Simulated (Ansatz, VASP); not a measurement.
**One calculation of Li2CaO2, two programs**

File INCAR:

```
PREC = Accurate ; ENCUT = 750
EDIFF = 1E-6 ; ISMEAR = 0
SIGMA = 0.1 ; LREAL = False
LASPH = True ; NELM = 120
ALGO = Normal ; ISIF = 2
LWAVE = False ; LCHARG = False
GGA = PE ; NBANDS = 22
GGA_COMPAT = False
```

KPOINTS

```
regular mesh
0
Gamma
  4 4 4
```

Contents of POSCAR:

```
Li2CaO2
1.0
    4.2727276200      0.0000000000      0.0000000000
    0.0000000000      4.2727276200      0.0000000000
    0.0000000000      0.0000000000      6.0425493500
Li Ca O
2 1 2
Direct
    0.0000000000      0.0000000000      0.0000000000
    0.5000000000      0.5000000000      0.5000000000
    0.0000000000      0.0000000000      0.5000000000
    0.5000000000      0.0000000000      0.7500000000
    0.0000000000      0.5000000000      0.2500000000
```

Input for Ansatz:

```yaml
crystal:
  lattice:
    - [4.27272762, 0.0, 0.0]
    - [0.0, 4.27272762, 0.0]
    - [0.0, 0.0, 6.04254935]
  atoms:
    - { symbol: Li, position: [0.0, 0.0, 0.0] }
    - { symbol: Li, position: [0.5, 0.5, 0.5] }
    - { symbol: Ca, position: [0.0, 0.0, 0.5] }
    - { symbol: O, position: [0.5, 0.0, 0.75] }
    - { symbol: O, position: [0.0, 0.5, 0.25] }
basis:
  ecutwfc: 420
kpoints:
  mp_grid: { grid: [4, 4, 4] }
hamiltonian:
  xc: pbe
scf:
  occupations: { method: gaussian, width: 0.1 }
  lower_state_search: "off"
output:
  forces: true
  stress: true
  eigenvalues: true
```

Change from the starting cell: ordered mixture with vacancies on the cation sites of antifluorite (P-4m2, No. 115).

Alike in both runs: task single point; functional PBE; k mesh 4 × 4 × 4; occupations gaussian, width 0.1 eV; no spin polarisation.

|  | VASP | Ansatz |
| --- | --- | --- |
| version | VASP 6.6.1 | Ansatz 0.2.0 |
| potentials or method | VASP PAW PBE potentials, release 64 (Li_sv, Ca_sv, O), cutoff 750 eV | scalar-relativistic, plane waves, PAW |
| valence electrons in the cell | 28 | 28 |

|  | VASP | Ansatz | Ansatz less VASP |
| --- | --- | --- | --- |
| gap on the k mesh at the Fermi level (eV) | 1.71 | 1.71 | -0.001 |
| least direct gap on the mesh (eV) | 1.71 | 1.71 | -0.001 |
| pressure (GPa) | -11.8 | -11.8 | +0.05 |
| rms of the force components (eV/Å) | 0.845 | 0.848 | +0.0036 |

Atom by atom the forces differ by 0.004 eV/Å (rms over components). The functional is the same, so the differences come from potentials, cutoffs and numerics.
